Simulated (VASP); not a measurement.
# Al4BSbP2 (I-42m) in VASP: relaxation of cell and atoms with PBE

Aim: the relaxation of cell and atoms of Al4BSbP2 with PBE.

Everything below comes from runs of VASP 6.6.1. Logs are shortened: lines on timing, memory, paths and dates and some standing lists are left out, and cuts for length are marked.

### 1 The cell of the first run

It takes space group I-42m (No. 121, tetragonal). Conventional cell: a = 5.356 Å, b = 5.356 Å, c = 11.693 Å, α = 90.00°, β = 90.00°, γ = 90.00°. Al (site symmetry m) has 1 B at 2.15 Å and 2 P at 2.39 Å and 1 Sb at 2.72 Å within 2.8 Å. B (site symmetry -42m) has 4 Al at 2.15 Å within 2.8 Å. Within 3.6 Å of Sb (site symmetry -42m) lie 4 Al at 2.72 Å. P (site symmetry -4) has 4 Al at 2.39 Å within 3.2 Å.

The cell was generated, and may not be a known phase.

### 2 Relaxation of cell and atoms, PBE

Input file INCAR:

```
PREC = Accurate
ENCUT = 600
EDIFF = 1E-6
ISMEAR = 0
SIGMA = 0.1
LREAL = False
LASPH = True
NELM = 80
ALGO = Fast
ISIF = 3
LWAVE = False
LCHARG = False
GGA = PE
IBRION = 2
NSW = 100
EDIFFG = -0.01
```

Input file KPOINTS:

```
Automatic mesh
0
Gamma
  8 8 8
```

Input file POSCAR:

```
Al4BSbP2
1.0
   -2.6777595337      2.6777595337      5.8463856542
    2.6777595337     -2.6777595337      5.8463856542
    2.6777595337      2.6777595337     -5.8463856542
Al B Sb P
4 1 1 2
Direct
    0.1684333991      0.1684333991      0.5958789936
    0.8315666009      0.4274455945      0.0000000000
    0.5725544055      0.5725544055      0.4041210064
    0.4274455945      0.8315666009      0.0000000000
    0.5000000000      0.5000000000      0.0000000000
    0.0000000000      0.0000000000      0.0000000000
    0.7500000000      0.2500000000      0.5000000000
    0.2500000000      0.7500000000      0.5000000000
```

Potentials or basis: VASP PAW PBE potentials, release 64 (Al, B, Sb, P).

Run with:

```bash
$ cat potpaw_PBE.64/Al/POTCAR potpaw_PBE.64/B/POTCAR potpaw_PBE.64/Sb/POTCAR potpaw_PBE.64/P/POTCAR > POTCAR
$ mpirun -np 1 vasp_std > vasp.out
```

OUTCAR:

```text
PREC = Accurate
   ENCUT = 600
   EDIFF = 1E-6
   ISMEAR = 0
   LREAL = False
   LASPH = True
   NELM = 80
   ISIF = 3
   GGA = PE
   IBRION = 2
   NSW = 100
   EDIFFG = -0.01

 ion  position               nearest neighbor table
   1  0.168  0.168  0.596-   5 2.15   7 2.39   8 2.39   6 2.72   3 3.06
   2  0.832  0.427  0.000-   5 2.15   8 2.39   7 2.39   6 2.72   4 3.06
   3  0.573  0.573  0.404-   5 2.15   7 2.39   8 2.39   6 2.72   1 3.06
   4  0.427  0.832  0.000-   5 2.15   7 2.39   8 2.39   6 2.72   2 3.06
   5  0.500  0.500  0.000-   2 2.15   3 2.15   4 2.15   1 2.15
   6  0.000  0.000  0.000-   1 2.72   2 2.72   4 2.72   3 2.72
   7  0.750  0.250  0.500-   1 2.39   2 2.39   3 2.39   4 2.39
   8  0.250  0.750  0.500-   1 2.39   3 2.39   4 2.39   2 2.39

  LATTYP: Found a body centered tetragonal cell.
 ALAT       =     5.3555190674
 C/A-ratio  =     2.1833124224

  Lattice vectors:

 A1 = (  -2.6777595337,   2.6777595337,   5.8463856542)
 A2 = (   2.6777595337,  -2.6777595337,   5.8463856542)
 A3 = (   2.6777595337,   2.6777595337,  -5.8463856542)

Analysis of symmetry for initial positions (statically):
=====================================================================
 Subroutine PRICEL returns:
 Original cell was already a primitive cell.

 Routine SETGRP: Setting up the symmetry group for a
 body centered tetragonal supercell.

 Subroutine GETGRP returns: Found  8 space group operations
 (whereof  8 operations were pure point group operations)
 out of a pool of 16 trial point group operations.

The static configuration has the point symmetry D_2d.

Analysis of symmetry for dynamics (positions and initial velocities):
=====================================================================
 Subroutine PRICEL returns:
 Original cell was already a primitive cell.

 Routine SETGRP: Setting up the symmetry group for a
 body centered tetragonal supercell.

 Subroutine GETGRP returns: Found  8 space group operations
 (whereof  8 operations were pure point group operations)
 out of a pool of 16 trial point group operations.

The dynamic configuration has the point symmetry D_2d.

 Subroutine INISYM returns: Found  8 space group operations
 (whereof  8 operations are pure point group operations),
 and found     1 'primitive' translations

----------------------------------------------------------------------------------------

                                     Primitive cell

  volume of cell :     167.6836

  direct lattice vectors                    reciprocal lattice vectors
[... 109 lines left out ...]
   PSTRESS=    0.0 pullay stress
   NELECT =      30.0000    total number of electrons
   NUPDOWN=      -1.0000    fix difference up-down
   EMIN   =  10.00;   EMAX   =-10.00  energy-range for DOS
   EFERMI =   0.00;   METHOD = LEGACY
   ISMEAR =     0;   SIGMA  =   0.10  broadening in eV -4-tet -1-fermi 0-gaus
   EFERMI_NEDOS =   21; number of points for ismear=-14 and -15
   IALGO  =     68    algorithm
   IMIX   =      4    mixing-type and parameters
     AMIX     =   0.40;   BMIX     =  1.00
     AMIX_MAG =   1.60;   BMIX_MAG =  1.00
  volume/ion in A,a.u.               =      20.96       141.45
  Fermi-wavevector in a.u.,A,eV,Ry     =   0.922469  1.743213 11.577861  0.850949
  Thomas-Fermi vector in A             =   2.047999
   LORBIT       =      0    0 simple, 1 ext, 2 COOP (PROOUT), +10 PAW based schemes
   GGA     = PE    functional components
   LHFCALC =     F    Hartree Fock is set to
   AEXX    =    0.0000 exact exchange contribution
   IVDW    =     0    specifies the selected vdW correction
   LEPSILON=     F    determine dielectric tensor
   LRPA    =     F    only Hartree local field effects (RPA)
 conjugate gradient relaxation of ions
 non-spin polarized calculation
 RMM-DIIS sequential band-by-band and
 Gauss-broadening in eV      SIGMA  =   0.10
  energy-cutoff  :      600.00
  volume of cell :      167.68
 maximum number of plane-waves:      5631
   NGX = 27   NGY = 27   NGZ = 27

--------------------------------------- Ionic step        1  -------------------------------------------

 number of electron      30.0000000 magnetization

 Free energy of the ion-electron system (eV)
  ---------------------------------------------------
  ext. energy  EPLUGINS =         0.00000000
  ---------------------------------------------------
  free energy    TOTEN  =       -37.38653330 eV

  energy without entropy =      -37.36652167  energy(sigma->0) =      -37.37652748

------------------------ aborting loop because EDIFF is reached ----------------------------------------

  FORCE on cell =-STRESS in cart. coord.  units (eV):
  Direction    XX          YY          ZZ          XY          YZ          ZX
  --------------------------------------------------------------------------------------
  -------------------------------------------------------------------------------------
  Total       -0.5212566     -0.5212566      0.4483842      0.0000000      0.0000000      0.0000000
  in kB       -4.9804837     -4.9804837      4.2842052      0.0000000      0.0000000      0.0000000
  external PRESSURE =      -1.8922540 kB  Pullay stress =       0.0000000 kB
[... 239 lines left out ...]
--------------------------------------- Ionic step        7  -------------------------------------------

 number of electron      29.9999999 magnetization

 Free energy of the ion-electron system (eV)
  ---------------------------------------------------
  ext. energy  EPLUGINS =         0.00000000
  ---------------------------------------------------
  free energy    TOTEN  =       -37.39419992 eV

  energy without entropy =      -37.37561658  energy(sigma->0) =      -37.38490825

 E-fermi :   4.8773     XC(G=0):  -9.2243

 val. band max:        4.8651726991   @ k =   0.3750   0.1250   0.0000
 cond. band min:       4.8878826276   @ k =   0.3750   0.1250   0.1250
 fundamental gap:      0.0227099285
 Fermi energy:         4.8772562009

 k-point     1 :       0.0000    0.0000    0.0000
  band No.  band energies     occupation
      1      -6.5765      2.00000
      2      -4.5304      2.00000
      3      -3.9352      2.00000
      4      -1.7700      2.00000
      5      -1.0187      2.00000
      6       0.0327      2.00000
[... 541 lines left out ...]
     19       8.7569      0.00000
     20       8.7610      0.00000

 [... further k-points ...]

------------------------ aborting loop because EDIFF is reached ----------------------------------------

  FORCE on cell =-STRESS in cart. coord.  units (eV):
  Direction    XX          YY          ZZ          XY          YZ          ZX
  --------------------------------------------------------------------------------------
  -------------------------------------------------------------------------------------
  Total       -0.0113591     -0.0113591     -0.0106724      0.0000000      0.0000000      0.0000000
  in kB       -0.1090185     -0.1090185     -0.1024276      0.0000000      0.0000000      0.0000000
  external PRESSURE =      -0.1068216 kB  Pullay stress =       0.0000000 kB
[... 23 lines left out ...]
  FREE ENERGIE OF THE ION-ELECTRON SYSTEM (eV)
  ---------------------------------------------------
  free  energy   TOTEN  =       -37.3941999154 eV

  energy  without entropy=      -37.3756165761  energy(sigma->0) =      -37.38490825

 reached required accuracy - stopping structural energy minimisation
```

CONTCAR:

```text
Al4BSbP2
   1.00000000000000
    -2.6568462450606640    2.6568462450606640    5.9123619778636094
     2.6568462450606640   -2.6568462450606640    5.9123619778636094
     2.6568462450606640    2.6568462450606640   -5.9123619778636094
  Al              B               Sb              P
     4     1     1     2
Direct
     0.1679329388864981    0.1679329388864981    0.5960224591151838
     0.8320670611135018    0.4280895202286856    1.0000000000000000
     0.5719104797713144    0.5719104797713144    0.4039775408848162
     0.4280895202286856    0.8320670611135018    0.0000000000000000
     0.5000000000000000    0.5000000000000000    0.0000000000000000
     0.0000000000000000    0.0000000000000000    0.0000000000000000
     0.7500000000000000    0.2500000000000000    0.5000000000000000
     0.2500000000000000    0.7500000000000000    0.5000000000000000

  0.00000000E+00  0.00000000E+00  0.00000000E+00
  0.00000000E+00  0.00000000E+00  0.00000000E+00
  0.00000000E+00  0.00000000E+00  0.00000000E+00
  0.00000000E+00  0.00000000E+00  0.00000000E+00
  0.00000000E+00  0.00000000E+00  0.00000000E+00
  0.00000000E+00  0.00000000E+00  0.00000000E+00
  0.00000000E+00  0.00000000E+00  0.00000000E+00
  0.00000000E+00  0.00000000E+00  0.00000000E+00
```

It took 32 min on 1 thread of Oxide Virtual Turin-like, shared host; peak memory 0.6 GiB.

Results:

* Free energy: -37.3942 eV
* Relaxed volume: 20.87 Å³/atom
* Relaxed cell: a = 7.005 Å, b = 7.005 Å, c = 7.005 Å, α = 135.42°, β = 135.42°, γ = 64.87°
* Space group after relaxing (to 0.1 Å): I-42m (No. 121)
* Energy gained by relaxing: 1.0 meV/atom
* Ionic steps: 7
* Pressure after relaxing: 0.0 GPa
* Largest force after relaxing: 0.004 eV/Å
* Band gap on the k mesh: zero (bands 15 and 16 overlap by 1.49 eV)

Forces in eV/Å, atoms in the order of the input:
```
Al   0.002  0.002  0.003
Al   0.002 -0.002 -0.003
Al  -0.002 -0.002  0.003
Al  -0.002  0.002 -0.003
B    0.000  0.000  0.000
Sb   0.000  0.000  0.000
P    0.000  0.000  0.000
P    0.000  0.000  0.000
```

The path:
```csv
step,energy change (eV),largest force (eV/Å),pressure (GPa),volume (Å³)
1,0.0000,0.0599,-0.19,167.68
2,-0.0041,0.0298,0.04,167.08
3,-0.0062,0.0222,0.33,166.31
4,-0.0075,0.0144,-0.14,167.21
5,-0.0076,0.0157,-0.02,166.98
6,-0.0076,0.0154,-0.02,166.99
7,-0.0077,0.0043,-0.01,166.94
```

Final structure:
```
Al B Sb P
1.0
    -2.65685    2.65685    5.91236
     2.65685   -2.65685    5.91236
     2.65685    2.65685   -5.91236
Al B Sb P
4 1 1 2
Direct
  0.16793 0.16793 0.59602
  0.83207 0.42809 0.00000
  0.57191 0.57191 0.40398
  0.42809 0.83207 0.00000
  0.50000 0.50000 0.00000
  0.00000 0.00000 0.00000
  0.75000 0.25000 0.50000
  0.25000 0.75000 0.50000
```

Levels at points of the mesh, in eV from the Fermi level:
| k point | band 13 | band 14 | band 15 | band 16 | band 17 | band 18 |
| --- | --- | --- | --- | --- | --- | --- |
| (0.00, 0.00, 0.00) | -1.66 | -0.08 | 0.89 | 0.89 | 1.34 | 2.68 |
| (0.50, 0.00, 0.00) | -1.70 | -1.19 | -0.78 | -0.51 | 2.95 | 3.57 |
| (0.50, 0.50, 0.00) | -0.85 | -0.82 | 0.85 | 0.96 | 2.38 | 2.41 |
| (0.50, 0.50, 0.50) | -1.42 | -1.42 | 0.16 | 0.16 | 0.70 | 1.66 |

Caveat: spin-orbit coupling is left out, which moves the levels of the heavy elements.

The gap in the log of VASP goes by the Fermi energy; the results here count the filled bands.